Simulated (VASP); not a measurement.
# Al12O in VASP: notebook

The runs below take Al12O through single point, with PBE.

Everything below comes from runs of VASP 6.6.1. Logs are shortened: lines on timing, memory, paths and dates and some standing lists are left out, and cuts for length are marked.

## (1) The cell of the first run

The cell holds a slab with vacuum, 13 atoms: a = 5.714 Å, b = 5.714 Å, c = 19.675 Å, α = 90.00°, β = 90.00°, γ = 90.00°.

## (2) Single point, PBE

The input, INCAR:

```
  ALGO = Normal
  DIPOL = 0.5 0.5 0.322
  EDIFF = 1E-6
  ENCUT = 520
  GGA = PE
  IDIPOL = 3
  ISIF = 2
  ISMEAR = 0
  LASPH = T
  LCHARG = F
  LDIPOL = T
  LREAL = F
  LWAVE = F
  NBANDS = 33
  NELM = 60
  PREC = Accurate
  SIGMA = 0.1
```

The input, KPOINTS:

```
k-points
0
Gamma
  5 5 1
```

The input, POSCAR:

```
Al12O
1.0
    5.7143028096      0.0000000000      0.0000000000
    0.0000000000      5.7143028096      0.0000000000
    0.0000000000      0.0000000000     19.6750228481
Al O
12 1
Direct
    0.2500000000      0.2500000000      0.2033034488
    0.2500000000      0.7500000000      0.2033034488
    0.7500000000      0.2500000000      0.2033034488
    0.7500000000      0.7500000000      0.2033034488
    0.0000000000      0.0000000000      0.3092772432
    0.0000000000      0.5000000000      0.3092772432
    0.5000000000      0.0000000000      0.3092772432
    0.5000000000      0.5000000000      0.3092772432
    0.2500000000      0.2500000000      0.4155025847
    0.2500000000      0.7500000000      0.4155025847
    0.7500000000      0.2500000000      0.4155025847
    0.7500000000      0.7500000000      0.4155025847
    0.4166666667      0.4166666667      0.4680246956
```

Potentials or basis: VASP PAW PBE potentials, release 64 (Al, O).

Command:

```console
> cat potpaw_PBE.64/Al/POTCAR potpaw_PBE.64/O/POTCAR > POTCAR
> mpirun -np 1 vasp_std > vasp.out
```

OUTCAR:

```text
EDIFF = 1E-6
   ENCUT = 520
   GGA = PE
   ISIF = 2
   ISMEAR = 0
   LASPH = T
   LREAL = F
   NELM = 60
   PREC = Accurate

 ion  position               nearest neighbor table
   1  0.250  0.250  0.203-   2 2.86   3 2.86   2 2.86   3 2.86   7 2.90   8 2.90   5 2.90   6 2.90

   2  0.250  0.750  0.203-   1 2.86   4 2.86   1 2.86   4 2.86   7 2.90   8 2.90   5 2.90   6 2.90

   3  0.750  0.250  0.203-   1 2.86   4 2.86   4 2.86   1 2.86   7 2.90   8 2.90   5 2.90   6 2.90
[... 4 lines left out ...]
                            11 2.91  12 2.91   9 2.91  10 2.91
   6  0.000  0.500  0.309-   5 2.86   8 2.86   5 2.86   8 2.86   1 2.90   2 2.90   3 2.90   4 2.90
                            11 2.91  12 2.91   9 2.91  10 2.91
   7  0.500  0.000  0.309-   5 2.86   8 2.86   8 2.86   5 2.86   1 2.90   2 2.90   3 2.90   4 2.90
                            11 2.91  12 2.91   9 2.91  10 2.91
   8  0.500  0.500  0.309-   6 2.86   7 2.86   7 2.86   6 2.86   1 2.90   2 2.90   3 2.90   4 2.90
                            11 2.91  12 2.91   9 2.91  10 2.91
   9  0.250  0.250  0.416-  13 1.70  11 2.86  10 2.86  10 2.86  11 2.86   6 2.91   7 2.91   8 2.91
                             5 2.91
  10  0.250  0.750  0.416-  13 2.37  12 2.86   9 2.86   9 2.86  12 2.86   6 2.91   7 2.91   8 2.91
                             5 2.91
  11  0.750  0.250  0.416-  13 2.37  12 2.86   9 2.86  12 2.86   9 2.86   6 2.91   7 2.91   8 2.91
                             5 2.91
  12  0.750  0.750  0.416-  10 2.86  11 2.86  11 2.86  10 2.86   5 2.91   6 2.91   7 2.91   8 2.91

  13  0.417  0.417  0.468-   9 1.70  10 2.37  11 2.37

  LATTYP: Found a simple tetragonal cell.
 ALAT       =     5.7143028096
 C/A-ratio  =     3.4431186977

  Lattice vectors:

 A1 = (   5.7143028096,   0.0000000000,   0.0000000000)
 A2 = (   0.0000000000,   5.7143028096,   0.0000000000)
 A3 = (   0.0000000000,   0.0000000000,  19.6750228481)

Analysis of symmetry for initial positions (statically):
=====================================================================
 Subroutine PRICEL returns:
 Original cell was already a primitive cell.

 Routine SETGRP: Setting up the symmetry group for a
 simple tetragonal supercell.

 Subroutine GETGRP returns: Found  2 space group operations
 (whereof  2 operations were pure point group operations)
 out of a pool of 16 trial point group operations.

The static configuration has the point symmetry C_1h.

Analysis of symmetry for dynamics (positions and initial velocities):
=====================================================================
 Subroutine PRICEL returns:
 Original cell was already a primitive cell.

 Routine SETGRP: Setting up the symmetry group for a
 simple tetragonal supercell.

 Subroutine GETGRP returns: Found  2 space group operations
 (whereof  2 operations were pure point group operations)
 out of a pool of 16 trial point group operations.

The dynamic configuration has the point symmetry C_1h.

 Subroutine INISYM returns: Found  2 space group operations
 (whereof  2 operations are pure point group operations),
 and found     1 'primitive' translations

----------------------------------------------------------------------------------------

                                     Primitive cell

  volume of cell :     642.4536

  direct lattice vectors                    reciprocal lattice vectors
     5.714302810  0.000000000  0.000000000     0.174999476  0.000000000  0.000000000
     0.000000000  5.714302810  0.000000000     0.000000000  0.174999476  0.000000000
     0.000000000  0.000000000 19.675022848     0.000000000  0.000000000  0.050825862

  length of vectors
     5.714302810  5.714302810 19.675022848     0.174999476  0.174999476  0.050825862

  position of ions in fractional coordinates (direct lattice)
     0.250000000  0.250000000  0.203303449
     0.250000000  0.750000000  0.203303449
     0.750000000  0.250000000  0.203303449
     0.750000000  0.750000000  0.203303449
     0.000000000  0.000000000  0.309277243
     0.000000000  0.500000000  0.309277243
     0.500000000  0.000000000  0.309277243
     0.500000000  0.500000000  0.309277243
     0.250000000  0.250000000  0.415502585
[... 35 lines left out ...]

  Length of vectors
     0.034999895  0.034999895  0.050825862

  Shift w.r.t. Gamma in fractional coordinates (k-lattice)
     0.000000000  0.000000000  0.000000000

 Subroutine IBZKPT returns following result:
 ===========================================

 Found      9 irreducible k-points:

 Following reciprocal coordinates:
            Coordinates               Weight
  0.000000  0.000000  0.000000      1.000000
  0.200000  0.000000  0.000000      4.000000
  0.400000  0.000000  0.000000      4.000000
  0.200000  0.200000  0.000000      2.000000
 -0.200000  0.200000  0.000000      2.000000
  0.400000  0.200000  0.000000      4.000000
 -0.200000  0.400000  0.000000      4.000000
  0.400000  0.400000  0.000000      2.000000
 -0.400000  0.400000  0.000000      2.000000
   k-points           NKPTS =      9   k-points in BZ     NKDIM =      9   number of bands    NBANDS=     33
   number of dos      NEDOS =    301   number of ions     NIONS =     13
   total plane-waves  NPLWV = 264600
   dimension x,y,z NGX =    42 NGY =   42 NGZ =  150
   dimension x,y,z NGXF=    84 NGYF=   84 NGZF=  300
   ions per type =              12   1
   NGX,Y,Z   is equivalent  to a cutoff of  12.22, 12.22, 12.67 a.u.
   NGXF,Y,Z  is equivalent  to a cutoff of  24.44, 24.44, 25.35 a.u.
 SYSTEM =  unknown system
   PREC   = accura    normal or accurate (medium, high low for compatibility)
   ISTART =      0    job   : 0-new  1-cont  2-samecut
   ICHARG =      2    charge: 1-file 2-atom 10-const
   ISPIN  =      1    spin polarized calculation?
   LNONCOLLINEAR =      F non collinear calculations
   LSORBIT =      F    spin-orbit coupling
   LASPH  =      T    aspherical Exc in radial PAW
   ENCUT  =  520.0 eV  38.22 Ry    6.18 a.u.  10.62 10.62 36.58*2*pi/ulx,y,z
   NELM   =     60;   NELMIN=  2; NELMDL= -5     # of ELM steps
   EDIFF  = 0.1E-05   stopping-criterion for ELM
   LREAL  =      F    real-space projection
   EDIFFG = 0.1E-04   stopping-criterion for IOM
   NSW    =      0    number of steps for IOM
   IBRION =     -1    ionic relax: 0-MD 1-quasi-New 2-CG
   NFREE  =      0    steps in history (QN), initial steepest desc. (CG)
   ISIF   =      2    stress and relaxation
   ISYM   =      2    0-nonsym 1-usesym 2-fastsym
   POTIM  = 0.5000    time-step for ionic-motion
   TEBEG  =    0.0;   TEEND  =   0.0 temperature during run
   PSTRESS=    0.0 pullay stress
   NELECT =      42.0000    total number of electrons
   NUPDOWN=      -1.0000    fix difference up-down
   EMIN   =  10.00;   EMAX   =-10.00  energy-range for DOS
   EFERMI =   0.00;   METHOD = LEGACY
   ISMEAR =     0;   SIGMA  =   0.10  broadening in eV -4-tet -1-fermi 0-gaus
   EFERMI_NEDOS =   21; number of points for ismear=-14 and -15
   IALGO  =     38    algorithm
   IMIX   =      4    mixing-type and parameters
     AMIX     =   0.40;   BMIX     =  1.00
     AMIX_MAG =   1.60;   BMIX_MAG =  1.00
  volume/ion in A,a.u.               =      49.42       333.50
  Fermi-wavevector in a.u.,A,eV,Ry     =   0.659494  1.246262  5.917609  0.434932
  Thomas-Fermi vector in A             =   1.731646
   LORBIT       =      0    0 simple, 1 ext, 2 COOP (PROOUT), +10 PAW based schemes
   GGA     = PE    functional components
   LHFCALC =     F    Hartree Fock is set to
   AEXX    =    0.0000 exact exchange contribution
   IVDW    =     0    specifies the selected vdW correction
   LEPSILON=     F    determine dielectric tensor
   LRPA    =     F    only Hartree local field effects (RPA)
 non-spin polarized calculation
 Gauss-broadening in eV      SIGMA  =   0.10
  energy-cutoff  :      520.00
  volume of cell :      642.45
 maximum number of plane-waves:     17320
   NGX = 21   NGY = 21   NGZ = 73

 dipolmoment           0.000000      0.000000     -0.108580 electrons x Angstroem

 number of electron      41.9999993 magnetization

 dipolmoment           0.000000      0.000000      0.101276 electrons x Angstroem

 Free energy of the ion-electron system (eV)
  ---------------------------------------------------
  ext. energy  EPLUGINS =         0.00000000
  ---------------------------------------------------
  free energy    TOTEN  =       -48.80332285 eV

  energy without entropy =      -48.77585442  energy(sigma->0) =      -48.78958864

 E-fermi :  -0.6132     XC(G=0):  -4.2603

 val. band max:       -0.6204535507   @ k =   0.4000   0.0000   0.0000
 cond. band min:      -0.5411565919   @ k =   0.2000   0.0000   0.0000
 fundamental gap:      0.0792969588
 Fermi energy:        -0.6131926895

 k-point     1 :       0.0000    0.0000    0.0000
  band No.  band energies     occupation
      1     -18.8776      2.00000
      2     -10.6825      2.00000
      3      -8.4940      2.00000
      4      -6.5570      2.00000
      5      -6.5071      2.00000
      6      -6.2709      2.00000
[... 313 lines left out ...]
     32       2.5511      0.00000
     33       2.7777      0.00000

------------------------ aborting loop because EDIFF is reached ----------------------------------------

 vacuum level on the upper side and lower side of the slab       (xc-potential included)         0.225        -0.295

  FORCE on cell =-STRESS in cart. coord.  units (eV):
  Direction    XX          YY          ZZ          XY          YZ          ZX
  --------------------------------------------------------------------------------------
  -------------------------------------------------------------------------------------
  Total       -8.5341519     -8.5341519     -0.3136186      2.8316611      0.4463543      0.4463542
  in kB      -21.2828216    -21.2828216     -0.7821151      7.0617137      1.1131368      1.1131365
  external PRESSURE =     -14.4492527 kB  Pullay stress =       0.0000000 kB

 VOLUME and BASIS-vectors are now :
 -----------------------------------------------------------------------------
  energy-cutoff  :      520.00
  volume of cell :      642.45
      direct lattice vectors                 reciprocal lattice vectors
     5.714302810  0.000000000  0.000000000     0.174999476  0.000000000  0.000000000
     0.000000000  5.714302810  0.000000000     0.000000000  0.174999476  0.000000000
     0.000000000  0.000000000 19.675022848     0.000000000  0.000000000  0.050825862

 POSITION                                       TOTAL-FORCE (eV/Angst)
 -----------------------------------------------------------------------------------
      1.42858      1.42858      4.00000         0.012110      0.012110      0.056726
      1.42858      4.28573      4.00000         0.005349      0.014149      0.064163
      4.28573      1.42858      4.00000         0.014149      0.005349      0.064163
      4.28573      4.28573      4.00000        -0.019759     -0.019759      0.031972
      0.00000      0.00000      6.08504        -0.048272     -0.048272     -0.198846
      0.00000      2.85715      6.08504         0.074372      0.084018      0.049841
      2.85715      0.00000      6.08504         0.084018      0.074372      0.049841
      2.85715      2.85715      6.08504         0.078741      0.078741     -0.190298
      1.42858      1.42858      8.17502        -1.068554     -1.068554     -0.614962
      1.42858      4.28573      8.17502         0.247345     -0.505876      0.369321
      4.28573      1.42858      8.17502        -0.505876      0.247345      0.369321
      4.28573      4.28573      8.17502         0.264680      0.264680     -0.071898
      2.38096      2.38096      9.20840         0.861697      0.861697      0.020655
 -----------------------------------------------------------------------------------
    total drift:                               -0.000229     -0.000229     -0.000033

  FREE ENERGIE OF THE ION-ELECTRON SYSTEM (eV)
  ---------------------------------------------------
  free  energy   TOTEN  =       -48.8033228543 eV

  energy  without entropy=      -48.7758544184  energy(sigma->0) =      -48.78958864

 vacuum level on the upper side and lower side of the slab         4.340         3.781
```

It took 5.2 min on 1 thread of AMD EPYC 7R43 (Zen 3), shared host; peak memory 0.58 GiB.

Results:

```yaml
Free_energy: -48.8033 eV
Largest_force: 1.632 eV/Å
Band_gap_on_the_k_mesh: zero (band 21 reaches -0.05 eV, above the bottom of band 22 at -0.90 eV)
```

Forces in eV/Å, atoms in the order of the input:
```
Al   0.012  0.012  0.057
Al   0.005  0.014  0.064
Al   0.014  0.005  0.064
Al  -0.020 -0.020  0.032
Al  -0.048 -0.048 -0.199
Al   0.074  0.084  0.050
Al   0.084  0.074  0.050
Al   0.079  0.079 -0.190
Al  -1.069 -1.069 -0.615
Al   0.247 -0.506  0.369
Al  -0.506  0.247  0.369
Al   0.265  0.265 -0.072
O    0.862  0.862  0.021
```

Levels at points of the mesh, in eV from the Fermi level:
```
           k point  band 19  band 20  band 21  band 22  band 23  band 24
(0.00, 0.00, 0.00)    -0.76    -0.56    -0.37    -0.29    -0.07     0.19
```

## (3) Single point, PBE

The input, INCAR:

```
PREC = Accurate
ENCUT = 520
EDIFF = 1E-6
ISMEAR = 0
SIGMA = 0.1
LREAL = False
LASPH = True
NELM = 60
ALGO = Normal
ISIF = 2
LWAVE = False
LCHARG = False
LDIPOL = True
IDIPOL = 3
DIPOL = 0.5 0.5 0.323
GGA = PE
NBANDS = 33
```

The input, KPOINTS:

```
Automatic mesh
0
Gamma
  5 5 1
```

Changes to POSCAR since step 2:

```diff
@@ -20,2 +20,2 @@
     0.7500000000      0.7500000000      0.4155025847
-    0.4166666667      0.4166666667      0.4680246956
+    0.3333333333      0.3333333333      0.4926230528
```

Potentials or basis: VASP PAW PBE potentials, release 64 (Al, O).

Command:

```console
> cat potpaw_PBE.64/Al/POTCAR potpaw_PBE.64/O/POTCAR > POTCAR
> mpirun -np 1 vasp_std > vasp.out
```

OUTCAR:

```text
PREC = Accurate
   ENCUT = 520
   EDIFF = 1E-6
   ISMEAR = 0
   LREAL = False
   LASPH = True
   NELM = 60
   ISIF = 2
   GGA = PE

 ion  position               nearest neighbor table
   1  0.250  0.250  0.203-   2 2.86   3 2.86   2 2.86   3 2.86   7 2.90   8 2.90   5 2.90   6 2.90

   2  0.250  0.750  0.203-   1 2.86   4 2.86   1 2.86   4 2.86   7 2.90   8 2.90   5 2.90   6 2.90

   3  0.750  0.250  0.203-   1 2.86   4 2.86   4 2.86   1 2.86   7 2.90   8 2.90   5 2.90   6 2.90
[... 15 lines left out ...]
  11  0.750  0.250  0.416-   9 2.86  12 2.86  12 2.86   9 2.86   5 2.91   6 2.91   7 2.91   8 2.91

  12  0.750  0.750  0.416-  10 2.86  11 2.86  11 2.86  10 2.86   5 2.91   6 2.91   7 2.91   8 2.91

[... 544 lines left out ...]
     5.714302810  0.000000000  0.000000000     0.174999476  0.000000000  0.000000000
     0.000000000  5.714302810  0.000000000     0.000000000  0.174999476  0.000000000
     0.000000000  0.000000000 19.675022848     0.000000000  0.000000000  0.050825862

 POSITION                                       TOTAL-FORCE (eV/Angst)
 -----------------------------------------------------------------------------------
      1.42858      1.42858      4.00000         0.032331      0.032331      0.115303
      1.42858      4.28573      4.00000         0.013483     -0.008806      0.098609
      4.28573      1.42858      4.00000        -0.008806      0.013483      0.098609
      4.28573      4.28573      4.00000        -0.022819     -0.022819      0.010349
      0.00000      0.00000      6.08504        -0.009092     -0.009092     -0.049304
      0.00000      2.85715      6.08504         0.101649      0.042866      0.026169
      2.85715      0.00000      6.08504         0.042866      0.101649      0.026169
      2.85715      2.85715      6.08504        -0.028566     -0.028566      0.007733
      1.42858      1.42858      8.17502        -0.572396     -0.572396     -0.989363
      1.42858      4.28573      8.17502         0.059710     -0.432482      0.278359
      4.28573      1.42858      8.17502        -0.432482      0.059710      0.278359
      4.28573      4.28573      8.17502         0.094320      0.094320      0.000055
      1.90477      1.90477      9.69237         0.729804      0.729804      0.098953
 -----------------------------------------------------------------------------------
    total drift:                               -0.000051     -0.000051      0.000294

  FREE ENERGIE OF THE ION-ELECTRON SYSTEM (eV)
  ---------------------------------------------------
  free  energy   TOTEN  =       -47.9323720136 eV

  energy  without entropy=      -47.8775964853  energy(sigma->0) =      -47.90498425

 vacuum level on the upper side and lower side of the slab         5.063         3.397
```

stdout:

```text
POSCAR found type information on POSCAR AlO
 POSCAR found :  2 types and      13 ions
 scaLAPACK will be used
 LDA part: xc-table for (Slater+PW92), standard interpolation
 POSCAR, INCAR and KPOINTS ok, starting setup
 FFT: planning ... GRIDC
 FFT: planning ... GRID_SOFT
 FFT: planning ... GRID
 WAVECAR not read
 entering main loop
```

It took 5.7 min on 1 thread of AMD EPYC 7R43 (Zen 3), shared host; peak memory 0.56 GiB.

Results:

```
Free energy            : -47.9324 eV
Largest force          : 1.278 eV/Å
Band gap on the k mesh : zero (band 21 reaches -0.30 eV, above the bottom of band 22 at -1.11 eV)
```

Forces in eV/Å, atoms in the order of the input:
```
Al   0.032  0.032  0.115
Al   0.013 -0.009  0.099
Al  -0.009  0.013  0.099
Al  -0.023 -0.023  0.010
Al  -0.009 -0.009 -0.049
Al   0.102  0.043  0.026
Al   0.043  0.102  0.026
Al  -0.029 -0.029  0.008
Al  -0.572 -0.572 -0.989
Al   0.060 -0.432  0.278
Al  -0.432  0.060  0.278
Al   0.094  0.094  0.000
O    0.730  0.730  0.099
```

Levels at points of the mesh, in eV from the Fermi level:
| k point | band 17 | band 18 | band 19 | band 20 | band 21 | band 22 | band 23 | band 24 | band 25 | band 26 |
| --- | --- | --- | --- | --- | --- | --- | --- | --- | --- | --- |
| (0.00, 0.00, 0.00) | -1.69 | -1.44 | -0.70 | -0.65 | -0.35 | -0.03 | 0.02 | 0.07 | 0.64 | 0.80 |
